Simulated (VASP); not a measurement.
Set up this calculation in VASP 6.6.1, as the native input.

```
Task                   : relaxation of cell and atoms
Functional             : PBE
Potentials or basis    : VASP PAW PBE potentials, release 64 (Cu, B)
Cutoff                 : 600 eV
k mesh                 : 12 × 12 × 6
Occupations            : gaussian, width 0.1 eV
Spin                   : no spin polarisation
Dipole correction      : no
Further INCAR settings : ALGO = Normal; EDIFF = 1e-06; IBRION = 2; EDIFFG = -0.01; NSW = 100; ISIF = 3
```

The structure of CuB5 lies in POSCAR:

```
CuB5
1.0
    3.2964733384      0.0000000000      0.0000000000
   -1.6482366692      2.8548296539      0.0000000000
    0.0000000000      0.0000000000      6.4096460422
Cu B
1 5
Direct
    0.0000000000      0.0000000000      0.5000000000
    0.5000000000      0.0000000000      0.0000000000
    0.0000000000      0.5000000000      0.0000000000
    0.5000000000      0.5000000000      0.0000000000
    0.0000000000      0.0000000000      0.8102489153
    0.0000000000      0.0000000000      0.1897510847
```

The cell was generated, and may not be a known phase.

The input as run:

INCAR

```
SYSTEM = CuB5
PREC = Accurate ; ENCUT = 600
EDIFF = 1E-6 ; ISMEAR = 0
SIGMA = 0.1 ; LREAL = .False.
LASPH = .True. ; NELM = 80
ALGO = Normal ; ISIF = 3
LWAVE = .False. ; LCHARG = .False.
GGA = PE ; IBRION = 2
NSW = 100 ; EDIFFG = -0.01
```

KPOINTS

```
regular mesh
0
Gamma
  12 12 6
  0 0 0
```

Potentials or basis: VASP PAW PBE potentials, release 64 (Cu, B).

The run is started by

```console
$ cat potpaw_PBE.64/Cu/POTCAR potpaw_PBE.64/B/POTCAR > POTCAR
$ mpirun -np 1 vasp_std > vasp.out
```

It gave:

| Item | Value |
| --- | --- |
| Relaxed volume | 10.04 Å³/atom |
| Relaxed cell | a = 3.310 Å, b = 3.310 Å, c = 6.345 Å, α = 90.00°, β = 90.00°, γ = 120.00° |
| Space group after relaxing (to 0.1 Å) | P6/mmm (No. 191) |
| Energy gained by relaxing | 2.5 meV/atom |
| Ionic steps | 6 |
| Pressure after relaxing | 0.0 GPa |
| Band gap on the k mesh | zero (bands 13 and 14 overlap by 2.55 eV) |

Run time: 3.3 min on 1 thread of Intel(R) Xeon(R) 6975P-C (Granite Rapids) (shared host), peak memory 0.25 GiB.
